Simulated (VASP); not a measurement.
# MgS (P1) in VASP: single point with PBEsol+D3(BJ)

Aim: the single point of MgS with PBEsol+D3(BJ).

All numbers are computed with VASP 6.6.1; they aren't measurements. Logs are shortened: lines on timing, memory, paths and dates and some standing lists are left out, and cuts for length are marked.

### Step 1. The cell of the first run

The typed cell holds 8 atoms: a = 8.013 Å, b = 8.013 Å, c = 4.007 Å, α = 60.00°, β = 60.00°, γ = 60.00°.

### Step 2. Single point, PBEsol+D3(BJ)

File INCAR:

```
PREC = Accurate
ENCUT = 520
EDIFF = 1E-6
ISMEAR = 0
SIGMA = 0.01
LREAL = False
LASPH = True
NELM = 120
ALGO = Normal
ISIF = 2
LWAVE = False
LCHARG = False
GGA = PS
IVDW = 12
NBANDS = 26
GGA_COMPAT = False
```

File KPOINTS:

```
Automatic mesh
0
Gamma
  2 2 2
  0.5 0.5 0.5
```

File POSCAR:

```
MgS
1.0
    0.0000000000      5.6662400000      5.6662400000
    5.6662400000      0.0000000000      5.6662400000
    2.8331200000      2.8331200000      0.0000000000
Mg S
4 4
Direct
    0.0066066739     -0.0061216962     -0.0063650675
   -0.0125649461      0.4956622028     -0.0165358333
    0.5198090797     -0.0000972426      0.0145578020
    0.4851499407      0.5040919552      0.0210121703
    0.1363495899      0.1190096960      0.2430092972
    0.1063760095      0.6294915147      0.2272018128
    0.6341048914      0.1325987780      0.2603618978
    0.6239270663      0.6238010568      0.2598225631
```

Potentials or basis: VASP PAW PBE potentials, release 64 (Mg, S).

The run is started by

```bash
$ cat potpaw_PBE.64/Mg/POTCAR potpaw_PBE.64/S/POTCAR > POTCAR
$ mpirun -np 1 vasp_std > vasp.out
```

OUTCAR:

```text
PREC = Accurate
   ENCUT = 520
   EDIFF = 1E-6
   ISMEAR = 0
   LREAL = False
   LASPH = True
   NELM = 120
   ISIF = 2
   GGA = PS
   IVDW = 12
 IVDW          = 12

 ion  position               nearest neighbor table
   1  0.007  0.994  0.994-   6 2.39   7 2.44   5 2.46   5 2.48
   2  0.987  0.496  0.983-   8 2.38   6 2.45   5 2.47   6 2.47
   3  0.520  1.000  0.015-   7 2.42   8 2.47   7 2.47   5 2.51
   4  0.485  0.504  0.021-   7 2.44   8 2.47   6 2.49   8 2.49
   5  0.136  0.119  0.243-   1 2.46   2 2.47   1 2.48   3 2.51
   6  0.106  0.629  0.227-   1 2.39   2 2.45   2 2.47   4 2.49
   7  0.634  0.133  0.260-   3 2.42   4 2.44   1 2.44   3 2.47
   8  0.624  0.624  0.260-   2 2.38   3 2.47   4 2.47   4 2.49

  LATTYP: Found a base centered orthorhombic cell.
 ALAT       =     8.0132734557
 B/A-ratio  =     1.4142135624
 C/A-ratio  =     0.5000000000

  Lattice vectors:

 A1 = (  -2.8331200000,   2.8331200000,  -5.6662400000)
 A2 = (  -2.8331200000,   2.8331200000,   5.6662400000)
 A3 = (   2.8331200000,   2.8331200000,   0.0000000000)

Analysis of symmetry for initial positions (statically):
=====================================================================
 Subroutine PRICEL returns:
 Original cell was already a primitive cell.

 Routine SETGRP: Setting up the symmetry group for a
 base centered orthorhombic supercell.

 Subroutine GETGRP returns: Found  1 space group operations
 (whereof  1 operations were pure point group operations)
 out of a pool of  8 trial point group operations.

The static configuration has the point symmetry C_1 .

Analysis of symmetry for dynamics (positions and initial velocities):
=====================================================================
 Subroutine PRICEL returns:
 Original cell was already a primitive cell.

 Routine SETGRP: Setting up the symmetry group for a
 base centered orthorhombic supercell.

 Subroutine GETGRP returns: Found  1 space group operations
 (whereof  1 operations were pure point group operations)
 out of a pool of  8 trial point group operations.

The dynamic configuration has the point symmetry C_1 .

 Subroutine INISYM returns: Found  1 space group operations
 (whereof  1 operations are pure point group operations),
[... 80 lines left out ...]
   ICHARG =      2    charge: 1-file 2-atom 10-const
   ISPIN  =      1    spin polarized calculation?
   LNONCOLLINEAR =      F non collinear calculations
   LSORBIT =      F    spin-orbit coupling
   LASPH  =      T    aspherical Exc in radial PAW
   ENCUT  =  520.0 eV  38.22 Ry    6.18 a.u.  14.90 14.90  7.45*2*pi/ulx,y,z
   NELM   =    120;   NELMIN=  2; NELMDL= -5     # of ELM steps
   EDIFF  = 0.1E-05   stopping-criterion for ELM
   LREAL  =      F    real-space projection
[... 7 lines left out ...]
   TEBEG  =    0.0;   TEEND  =   0.0 temperature during run
   PSTRESS=    0.0 pullay stress
   NELECT =      32.0000    total number of electrons
   NUPDOWN=      -1.0000    fix difference up-down
   EMIN   =  10.00;   EMAX   =-10.00  energy-range for DOS
   EFERMI =   0.00;   METHOD = LEGACY
   ISMEAR =     0;   SIGMA  =   0.01  broadening in eV -4-tet -1-fermi 0-gaus
   EFERMI_NEDOS =   21; number of points for ismear=-14 and -15
   IALGO  =     38    algorithm
   IMIX   =      4    mixing-type and parameters
     AMIX     =   0.40;   BMIX     =  1.00
     AMIX_MAG =   1.60;   BMIX_MAG =  1.00
  volume/ion in A,a.u.               =      22.74       153.46
  Fermi-wavevector in a.u.,A,eV,Ry     =   0.917269  1.733386 11.447693  0.841382
  Thomas-Fermi vector in A             =   2.042218
   LORBIT       =      0    0 simple, 1 ext, 2 COOP (PROOUT), +10 PAW based schemes
   GGA     = PS    functional components
   LHFCALC =     F    Hartree Fock is set to
   AEXX    =    0.0000 exact exchange contribution
   IVDW    =    12    specifies the selected vdW correction
   LEPSILON=     F    determine dielectric tensor
   LRPA    =     F    only Hartree local field effects (RPA)
 non-spin polarized calculation
 Gauss-broadening in eV      SIGMA  =   0.01
  energy-cutoff  :      520.00
  volume of cell :      181.92
 maximum number of plane-waves:      4920
   NGX = 29   NGY = 29   NGZ = 15

 number of electron      31.9999999 magnetization

 Free energy of the ion-electron system (eV)
  ---------------------------------------------------
  ext. energy  EPLUGINS =         0.00000000
  ---------------------------------------------------
  free energy    TOTEN  =       -36.04260724 eV

  energy without entropy =      -36.04260724  energy(sigma->0) =      -36.04260724

 E-fermi :   0.9613     XC(G=0):  -8.5864

 val. band max:        0.9067572204   @ k =   0.2500   0.2500   0.2500
 cond. band min:       5.5848999362   @ k =   0.2500   0.2500   0.2500
 fundamental gap:      4.6781427158
 Fermi energy:         0.9613183753

 k-point     1 :       0.2500    0.2500    0.2500
  band No.  band energies     occupation
      1     -10.1051      2.00000
      2      -9.5852      2.00000
      3      -9.4938      2.00000
      4      -9.3485      2.00000
      5      -1.9134      2.00000
      6      -1.8298      2.00000
[... 105 lines left out ...]
     25       8.8244      0.00000
     26       8.8950      0.00000

------------------------ aborting loop because EDIFF is reached ----------------------------------------

 Edisp (eV)   -1.87871

 E8    (eV) :    -1.1738

  FORCE on cell =-STRESS in cart. coord.  units (eV):
  Direction    XX          YY          ZZ          XY          YZ          ZX
  --------------------------------------------------------------------------------------
  -------------------------------------------------------------------------------------
  Total      -3.67246    -4.01799    -1.86163    -2.00706    -0.00179     0.27773
  in kB     -32.34314   -35.38625   -16.39529   -17.67611    -0.01577     2.44593
  external pressure =      -28.04 kB  Pullay stress =        0.00 kB

 VOLUME and BASIS-vectors are now :
 -----------------------------------------------------------------------------
  energy-cutoff  :      520.00
  volume of cell :      181.92
      direct lattice vectors                 reciprocal lattice vectors
     0.000000000  5.666240000  5.666240000    -0.088241938  0.088241938  0.088241938
     5.666240000  0.000000000  5.666240000     0.088241938 -0.088241938  0.088241938
     2.833120000  2.833120000  0.000000000     0.176483876  0.176483876 -0.176483876

 POSITION                                       TOTAL-FORCE (eV/Angst)
 -----------------------------------------------------------------------------------
      8.44664      2.85252      5.66899         0.192645     -0.061027      0.370474
      5.59481      8.38132      8.40358        -0.292717      0.245998      0.114518
      5.70693      2.98661      8.61105         0.002778     -0.305377     -0.355963
      2.91584      2.80851      5.60528         0.018753     -0.135096      0.139147
      1.36281      1.46106      1.44693        -0.090262     -0.030069      0.119670
      4.21054      1.24644      4.16960        -0.204504      0.495418      0.008419
      1.48897      4.33063      4.34433         0.059084      0.063455     -0.110164
      4.27072      4.27143      7.06993         0.314223     -0.273302     -0.286102
 -----------------------------------------------------------------------------------
    total drift:                                0.000015      0.000001     -0.000147

  FREE ENERGIE OF THE ION-ELECTRON SYSTEM (eV)
  ---------------------------------------------------
  free  energy   TOTEN  =       -37.9213142730 eV

  energy  without entropy=      -37.9213142730  energy(sigma->0) =      -37.92131427
```

OSZICAR:

```text
N       E                     dE             d eps       ncg     rms          rms(c)
DAV:   1     0.132704208223E+03    0.13270E+03   -0.11951E+04   208   0.990E+02
DAV:   2    -0.241701544594E+02   -0.15687E+03   -0.14823E+03   288   0.166E+02
DAV:   3    -0.376680942901E+02   -0.13498E+02   -0.13426E+02   288   0.515E+01
DAV:   4    -0.378748407234E+02   -0.20675E+00   -0.20662E+00   256   0.792E+00
DAV:   5    -0.378788625613E+02   -0.40218E-02   -0.40209E-02   288   0.113E+00    0.746E+00
DAV:   6    -0.361863432161E+02    0.16925E+01   -0.32540E+00   222   0.634E+00    0.556E+00
DAV:   7    -0.360386872163E+02    0.14766E+00   -0.62755E-01   248   0.285E+00    0.374E+00
DAV:   8    -0.360438818504E+02   -0.51946E-02   -0.40416E-02   252   0.110E+00    0.141E+00
DAV:   9    -0.360420209374E+02    0.18609E-02   -0.39096E-03   280   0.313E-01    0.336E-01
DAV:  10    -0.360424951195E+02   -0.47418E-03   -0.67638E-04   254   0.110E-01    0.966E-02
DAV:  11    -0.360426047408E+02   -0.10962E-03   -0.74516E-05   224   0.434E-02    0.406E-02
DAV:  12    -0.360426050703E+02   -0.32951E-06   -0.10429E-05   286   0.150E-02    0.156E-02
DAV:  13    -0.360426067179E+02   -0.16476E-05   -0.12832E-06   160   0.592E-03    0.118E-02
DAV:  14    -0.360426072409E+02   -0.52301E-06   -0.10198E-06   158   0.523E-03
   1 F= -.37921314E+02 E0= -.37921314E+02  d E =-.166252E-15
```

It took 17 s on 1 thread of Intel Xeon 6975P-C (Granite Rapids), shared host; peak memory 0.3 GiB.

What came out:

* Free energy: -37.9213 eV
* Pressure: -2.8 GPa
* Largest force: 0.536 eV/Å
* Band gap on the k mesh: 4.68 eV
* Dispersion energy per atom: -0.235 eV

Forces in eV/Å, atoms in the order of the input:
```
Mg   0.193 -0.061  0.370
Mg  -0.293  0.246  0.115
Mg   0.003 -0.305 -0.356
Mg   0.019 -0.135  0.139
S   -0.090 -0.030  0.120
S   -0.205  0.495  0.008
S    0.059  0.063 -0.110
S    0.314 -0.273 -0.286
```

Stress tensor (GPa, compression positive):
```
-3.23 -1.77  0.24
-1.77 -3.54  0.00
 0.24  0.00 -1.64
```

Levels at points of the mesh, in eV from the valence-band top:
```csv
k point,band 13,band 14,band 15,band 16,band 17,band 18,band 19,band 20
"(0.25, 0.25, 0.25)",-0.61,-0.56,-0.31,0.00,4.68,4.81,5.90,5.98
```

Caveat: the k points lie up to 0.78 Å⁻¹ apart; three body term missing; the PAW data sets were made with another functional, which shifts forces and pressure a little; a shifted mesh leaves out Γ, where band edges can lie. A k mesh can miss the band edges.
